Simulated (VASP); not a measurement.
# NaF (P6_3/mmc) in VASP: a series of runs, part 2 of 2

VASP 6.6.1.

## (4) Single point, r2SCAN (11.81 Å³/atom)

This run uses another cell than the first one, of 11.81 Å³/atom.

POSCAR reads:

```
NaF
1.0
    3.1454556132      0.0000000000      0.0000000000
   -1.5727278066      2.7240444675      0.0000000000
    0.0000000000      0.0000000000      5.5113884844
Na F
2 2
Direct
    0.0000000000      0.0000000000      0.0000000000
    0.0000000000      0.0000000000      0.5000000000
    0.3333333333      0.6666666667      0.2500000000
    0.6666666667      0.3333333333      0.7500000000
```

INCAR.step1 reads:

```
ALGO     = Normal         # electronic algorithm
EDIFF    = 1E-4           # SCF threshold, eV
ENCUT    = 520            # plane-wave cutoff, eV
GGA      = PE             # functional
ISMEAR   = 0              # smearing method
LASPH    = True           # aspherical terms in the spheres
LCHARG   = False          # write CHGCAR
LREAL    = False          # projectors in reciprocal space
LWAVE    = True           # write WAVECAR
NBANDS   = 22             # bands
NELM     = 80             # most SCF steps
PREC     = Accurate       # precision mode
SIGMA    = 0.01           # smearing width, eV
```

INCAR.step2 reads:

```
ALGO     = Normal         # electronic algorithm
EDIFF    = 1E-6           # SCF threshold, eV
ENCUT    = 520            # plane-wave cutoff, eV
ISIF     = 2              # what is computed and relaxed
ISMEAR   = 0              # smearing method
ISTART   = 1            
LASPH    = True           # aspherical terms in the spheres
LCHARG   = True           # write CHGCAR
LELF     = True           # ELF
LMIXTAU  = True         
LREAL    = False          # projectors in reciprocal space
LVHAR    = True         
LWAVE    = False          # write WAVECAR
METAGGA  = R2SCAN         # meta-GGA
NBANDS   = 22             # bands
NELM     = 80             # most SCF steps
PREC     = Accurate       # precision mode
SIGMA    = 0.01           # smearing width, eV
```

KPOINTS reads:

```
k-points
0
Gamma
  9 9 4
```

Potentials or basis: VASP PAW PBE potentials, release 64 (Na_pv, F).

Run with:

```console
$ cat potpaw_PBE.64/Na_pv/POTCAR potpaw_PBE.64/F/POTCAR > POTCAR
$ cp INCAR.step1 INCAR
$ mpirun -np 1 vasp_std > vasp.out
$ cp INCAR.step2 INCAR
$ mpirun -np 1 vasp_std > vasp.out
```

OUTCAR:

```text
EDIFF = 1E-6
   ENCUT = 520
   ISIF = 2
   ISMEAR = 0
   ISTART = 1
   LASPH = True
   LREAL = False
   METAGGA = R2SCAN
   NELM = 80
   PREC = Accurate

 ion  position               nearest neighbor table
   1  0.000  0.000  0.000-   3 2.28   4 2.28   3 2.28   4 2.28   4 2.28   3 2.28   2 2.76   2 2.76

   2  0.000  0.000  0.500-   3 2.28   4 2.28   3 2.28   4 2.28   4 2.28   3 2.28   1 2.76   1 2.76

   3  0.333  0.667  0.250-   1 2.28   2 2.28   1 2.28   2 2.28   1 2.28   2 2.28
   4  0.667  0.333  0.750-   1 2.28   2 2.28   1 2.28   2 2.28   1 2.28   2 2.28

  LATTYP: Found a hexagonal cell.
 ALAT       =     3.1454556132
 C/A-ratio  =     1.7521749349

  Lattice vectors:

 A1 = (   3.1454556132,   0.0000000000,   0.0000000000)
 A2 = (  -1.5727278066,   2.7240444675,   0.0000000000)
 A3 = (   0.0000000000,   0.0000000000,   5.5113884844)

Analysis of symmetry for initial positions (statically):
=====================================================================
 Subroutine PRICEL returns:
 Original cell was already a primitive cell.

 Routine SETGRP: Setting up the symmetry group for a
 hexagonal supercell.

 Subroutine GETGRP returns: Found 24 space group operations
 (whereof 12 operations were pure point group operations)
 out of a pool of 24 trial point group operations.

The static configuration has the point symmetry D_3d.
 The point group associated with its full space group is D_6h.

Analysis of symmetry for dynamics (positions and initial velocities):
=====================================================================
 Subroutine PRICEL returns:
 Original cell was already a primitive cell.

 Routine SETGRP: Setting up the symmetry group for a
 hexagonal supercell.

 Subroutine GETGRP returns: Found 24 space group operations
 (whereof 12 operations were pure point group operations)
 out of a pool of 24 trial point group operations.

The dynamic configuration has the point symmetry D_3d.
 The point group associated with its full space group is D_6h.

 Subroutine INISYM returns: Found 24 space group operations
 (whereof 12 operations are pure point group operations),
 and found     1 'primitive' translations

----------------------------------------------------------------------------------------

                                     Primitive cell

  volume of cell :      47.2236

  direct lattice vectors                    reciprocal lattice vectors
     3.145455613  0.000000000  0.000000000     0.317918967  0.183550601  0.000000000
    -1.572727807  2.724044468  0.000000000     0.000000000  0.367101203  0.000000000
     0.000000000  0.000000000  5.511388484     0.000000000  0.000000000  0.181442481

  length of vectors
     3.145455613  3.145455613  5.511388484     0.367101203  0.367101203  0.181442481

  position of ions in fractional coordinates (direct lattice)
     0.000000000  0.000000000  0.000000000
     0.000000000  0.000000000  0.500000000
     0.333333333  0.666666667  0.250000000
     0.666666667  0.333333333  0.750000000

  ion indices of the primitive-cell ions
   primitive index   ion index
                 1           1
                 2           2
[... 25 lines left out ...]
 ===========================================

 Found     36 irreducible k-points:

 Following reciprocal coordinates:
            Coordinates               Weight
  0.000000  0.000000  0.000000      1.000000
  0.111111 -0.000000  0.000000      6.000000
  0.222222  0.000000  0.000000      6.000000
  0.333333  0.000000  0.000000      6.000000
  0.444444  0.000000  0.000000      6.000000
  0.111111  0.111111  0.000000      6.000000
[... 16 lines left out ...]
  0.333333  0.222222  0.250000     24.000000
  0.333333  0.333333  0.250000      4.000000
 [... further k-points ...]
   k-points           NKPTS =     36   k-points in BZ     NKDIM =     36   number of bands    NBANDS=     22
   number of dos      NEDOS =    301   number of ions     NIONS =      4
   total plane-waves  NPLWV =  24192
   dimension x,y,z NGX =    24 NGY =   24 NGZ =   42
   dimension x,y,z NGXF=    48 NGYF=   48 NGZF=   84
   ions per type =               2   2
   NGX,Y,Z   is equivalent  to a cutoff of  12.68, 12.68, 12.67 a.u.
   NGXF,Y,Z  is equivalent  to a cutoff of  25.37, 25.37, 25.34 a.u.
 SYSTEM =  unknown system
   PREC   = accura    normal or accurate (medium, high low for compatibility)
   ISTART =      1    job   : 0-new  1-cont  2-samecut
   ICHARG =      0    charge: 1-file 2-atom 10-const
   ISPIN  =      1    spin polarized calculation?
   LNONCOLLINEAR =      F non collinear calculations
   LSORBIT =      F    spin-orbit coupling
   LASPH  =      T    aspherical Exc in radial PAW
   ENCUT  =  520.0 eV  38.22 Ry    6.18 a.u.   5.85  5.85 10.25*2*pi/ulx,y,z
   NELM   =     80;   NELMIN=  2; NELMDL=  0     # of ELM steps
   EDIFF  = 0.1E-05   stopping-criterion for ELM
   LREAL  =      F    real-space projection
   EDIFFG = 0.1E-04   stopping-criterion for IOM
   NSW    =      0    number of steps for IOM
   IBRION =     -1    ionic relax: 0-MD 1-quasi-New 2-CG
   NFREE  =      0    steps in history (QN), initial steepest desc. (CG)
   ISIF   =      2    stress and relaxation
   ISYM   =      2    0-nonsym 1-usesym 2-fastsym
   POTIM  = 0.5000    time-step for ionic-motion
   TEBEG  =    0.0;   TEEND  =   0.0 temperature during run
   PSTRESS=    0.0 pullay stress
   NELECT =      28.0000    total number of electrons
   NUPDOWN=      -1.0000    fix difference up-down
   EMIN   =  10.00;   EMAX   =-10.00  energy-range for DOS
   EFERMI =   0.00;   METHOD = LEGACY
   ISMEAR =     0;   SIGMA  =   0.01  broadening in eV -4-tet -1-fermi 0-gaus
   EFERMI_NEDOS =   21; number of points for ismear=-14 and -15
   IALGO  =     38    algorithm
   IMIX   =      4    mixing-type and parameters
     AMIX     =   0.40;   BMIX     =  1.00
     AMIX_MAG =   1.60;   BMIX_MAG =  1.00
  volume/ion in A,a.u.               =      11.81        79.67
  Fermi-wavevector in a.u.,A,eV,Ry     =   1.375333  2.599003 25.735982  1.891541
  Thomas-Fermi vector in A             =   2.500678
   LORBIT       =      0    0 simple, 1 ext, 2 COOP (PROOUT), +10 PAW based schemes
   METAGGA = R2SCAN    functional components
   LHFCALC =     F    Hartree Fock is set to
   AEXX    =    0.0000 exact exchange contribution
   IVDW    =     0    specifies the selected vdW correction
   LEPSILON=     F    determine dielectric tensor
   LRPA    =     F    only Hartree local field effects (RPA)
 non-spin polarized calculation
 Gauss-broadening in eV      SIGMA  =   0.01
  energy-cutoff  :      520.00
  volume of cell :       47.22
 maximum number of plane-waves:      1287
 NGX is ok and might be reduce to    24
   NGX = 11   NGY = 11   NGZ = 21

 number of electron      27.9999995 magnetization

 Free energy of the ion-electron system (eV)
  ---------------------------------------------------
  ext. energy  EPLUGINS =         0.00000000
  ---------------------------------------------------
  free energy    TOTEN  =       -25.02088228 eV

  energy without entropy =      -25.02088228  energy(sigma->0) =      -25.02088228

 E-fermi :  -2.2582     XC(G=0): -10.0516

 val. band max:       -2.3959826129   @ k =   0.0000   0.0000   0.0000
 cond. band min:       4.9987107440   @ k =   0.0000   0.0000   0.0000
 fundamental gap:      7.3946933568
 Fermi energy:        -2.2582403595

 k-point     1 :       0.0000    0.0000    0.0000
  band No.  band energies     occupation
      1     -23.3906      2.00000
      2     -22.8575      2.00000
      3     -22.0013      2.00000
      4     -22.0010      2.00000
      5     -21.9646      2.00000
      6     -21.9643      2.00000
[... 589 lines left out ...]
     21      17.4180      0.00000
     22      18.9941      0.00000

 [... further k-points ...]

------------------------ aborting loop because EDIFF is reached ----------------------------------------

  FORCE on cell =-STRESS in cart. coord.  units (eV):
  Direction    XX          YY          ZZ          XY          YZ          ZX
  --------------------------------------------------------------------------------------
  -------------------------------------------------------------------------------------
  Total        0.3217181      0.3217181      0.3313469      0.0000000      0.0000000      0.0000000
  in kB       10.9150901     10.9150901     11.2417692      0.0000000      0.0000000      0.0000000
  external PRESSURE =      11.0239831 kB  Pullay stress =       0.0000000 kB

 VOLUME and BASIS-vectors are now :
 -----------------------------------------------------------------------------
  energy-cutoff  :      520.00
  volume of cell :       47.22
      direct lattice vectors                 reciprocal lattice vectors
     3.145455613  0.000000000  0.000000000     0.317918967  0.183550601  0.000000000
    -1.572727807  2.724044468  0.000000000     0.000000000  0.367101203  0.000000000
     0.000000000  0.000000000  5.511388484     0.000000000  0.000000000  0.181442481

 POSITION                                       TOTAL-FORCE (eV/Angst)
 -----------------------------------------------------------------------------------
      0.00000      0.00000      0.00000         0.000000      0.000000     -0.000000
      0.00000      0.00000      2.75569         0.000000      0.000000     -0.000000
     -0.00000      1.81603      1.37785         0.000000      0.000000     -0.000000
      1.57273      0.90801      4.13354        -0.000000     -0.000000      0.000000
 -----------------------------------------------------------------------------------
    total drift:                               -0.000000      0.000000     -0.000000

  FREE ENERGIE OF THE ION-ELECTRON SYSTEM (eV)
  ---------------------------------------------------
  free  energy   TOTEN  =       -25.0208822816 eV

  energy  without entropy=      -25.0208822816  energy(sigma->0) =      -25.02088228
```

It took 3.4 min on 1 thread of AMD EPYC 7R13, shared host; peak memory 0.15 GiB.

Results:

```
Free energy            : -25.0209 eV
Pressure               : 1.1 GPa
Band gap on the k mesh : 7.39 eV
```

Caveat: the PAW data sets were made with another functional, which shifts forces and pressure a little. A k mesh can miss the band edges.

## (5) Single point, r2SCAN

This run uses another cell than the first one, of 12.17 Å³/atom.

POSCAR reads:

```
NaF
1.0
    3.1775543160      0.0000000000      0.0000000000
   -1.5887771580      2.7518427596      0.0000000000
    0.0000000000      0.0000000000      5.5676310269
Na F
2 2
Direct
    0.0000000000      0.0000000000      0.0000000000
    0.0000000000      0.0000000000      0.5000000000
    0.3333333333      0.6666666667      0.2500000000
    0.6666666667      0.3333333333      0.7500000000
```

INCAR.step1 reads:

```
SYSTEM = NaF
ALGO = Normal
EDIFF = 1E-4
ENCUT = 520
GGA = PE
ISMEAR = 0
LASPH = .True.
LCHARG = .False.
LREAL = .False.
LWAVE = .True.
NBANDS = 22
NELM = 60
PREC = Accurate
SIGMA = 0.01
```

INCAR.step2 reads:

```
SYSTEM = NaF
ALGO = Normal
EDIFF = 1E-7
ENCUT = 520
ISIF = 2
ISMEAR = 0
ISTART = 1
LASPH = .True.
LCHARG = .False.
LMIXTAU = .True.
LREAL = .False.
LWAVE = .False.
METAGGA = R2SCAN
NBANDS = 22
NELM = 60
PREC = Accurate
SIGMA = 0.01
```

KPOINTS reads:

```
k-points
0
Gamma
  9 9 4
  0 0 0
```

Run with:

```console
$ cat potpaw_PBE.64/Na_pv/POTCAR potpaw_PBE.64/F/POTCAR > POTCAR
$ cp INCAR.step1 INCAR
$ mpirun -np 1 vasp_std > vasp.out
$ cp INCAR.step2 INCAR
$ mpirun -np 1 vasp_std > vasp.out
```

It took 4.7 min on 1 thread of AMD EPYC 7R13, shared host; peak memory 0.15 GiB.

Results (log left out):

- Free energy: -25.0250 eV
- Pressure: -0.5 GPa
- Band gap on the k mesh: 7.22 eV

Stress tensor (GPa, compression positive):
```
-0.47  0.00  0.00
 0.00 -0.47  0.00
 0.00  0.00 -0.64
```

Levels at points of the mesh, in eV from the valence-band top:
```tsv
k point	band 10	band 11	band 12	band 13	band 14	band 15	band 16	band 17	band 18	band 19
(0.00, 0.00, 0.00)	-0.22	-0.22	-0.21	0.00	0.00	7.22	11.72	13.05	17.82	21.00
(0.00, 0.00, 0.50)	-1.04	-0.11	-0.11	-0.11	-0.11	9.00	9.00	15.73	15.73	21.25
```

Caveat: the PAW data sets were made with another functional, which shifts forces and pressure a little. A k mesh can miss the band edges.

## (6) Summary

| level | cell | gap on the mesh (eV) | pressure (GPa) |
| --- | --- | --- | --- |
| PBE | a = 3.317, b = 3.317, c = 5.804 Å, angles 90.0, 90.0, 120.0°, 4 atoms | 5.69 | -2.4 |
| r2SCAN | a = 3.113, b = 3.113, c = 5.454 Å, angles 90.0, 90.0, 120.0°, 4 atoms | 7.58 | 3.2 |
| r2SCAN | a = 3.145, b = 3.145, c = 5.511 Å, angles 90.0, 90.0, 120.0°, 4 atoms | 7.39 | 1.1 |
| r2SCAN | a = 3.178, b = 3.178, c = 5.568 Å, angles 90.0, 90.0, 120.0°, 4 atoms | 7.22 | -0.5 |

Alike in all rows: task single point; potentials or basis VASP PAW PBE potentials, release 64 (Na_pv, F); no spin polarisation; k mesh 9 × 9 × 4; cutoff (eV) 520; smearing gaussian 0.01 eV.

Caveats: the PAW data sets were made with another functional, which shifts forces and pressure a little (at least some runs); the cell stands under pressure (at least some runs).

Absolute energies hang on the potentials; compare differences alone.
